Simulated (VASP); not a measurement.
A run of VASP 6.6.1 is set up as follows.

File INCAR:

```
SYSTEM = Sc4BP3
PREC = Accurate
ENCUT = 520
EDIFF = 1E-7
ISMEAR = 0
SIGMA = 0.2
LREAL = .False.
LASPH = .True.
NELM = 80
ALGO = Normal
ISIF = 2
LWAVE = .False.
LCHARG = .False.
GGA = PE
NBANDS = 41
```

Contents of KPOINTS:

```
regular mesh
0
Gamma
  5 5 5
  0 0 0
```

File POSCAR:

```
Sc4BP3
1.0
    1.8441216193      1.0647041133     12.0937391187
   -1.8441216193      1.0647041133     12.0937391187
    0.0000000000     -2.1294082266     12.0937391187
Sc B P
4 1 3
Direct
    0.3723939883      0.3723939883      0.3723939883
    0.1241735310      0.1241735310      0.1241735310
    0.8758264690      0.8758264690      0.8758264690
    0.6276060117      0.6276060117      0.6276060117
    0.0000000000      0.0000000000      0.0000000000
    0.7476913102      0.7476913102      0.7476913102
    0.5000000000      0.5000000000      0.5000000000
    0.2523086898      0.2523086898      0.2523086898
```

Potentials or basis: VASP PAW PBE potentials, release 64 (Sc_sv, B, P).

Launch:

```bash
$ cat potpaw_PBE.64/Sc_sv/POTCAR potpaw_PBE.64/B/POTCAR potpaw_PBE.64/P/POTCAR > POTCAR
$ mpirun -np 1 vasp_std > vasp.out
```

Problem. Predict the pressure.

Solution. 0.2 GPa.

Problem. Predict the largest force.

Solution. 0.020 eV/Å.

Problem. Estimate the band gap on the k mesh.

Solution. Zero (bands 31 and 32 overlap by 1.69 eV).

Forces on the atoms (eV/Å):
```
Sc   0.000  0.000  0.004
Sc   0.000  0.000 -0.020
Sc   0.000  0.000  0.020
Sc   0.000  0.000 -0.004
B    0.000  0.000  0.000
P    0.000  0.000  0.009
P    0.000  0.000  0.000
P    0.000  0.000 -0.009
```

Caveat: the k points lie up to 0.39 Å⁻¹ apart, too coarse for converged energies and pressures of a metal.
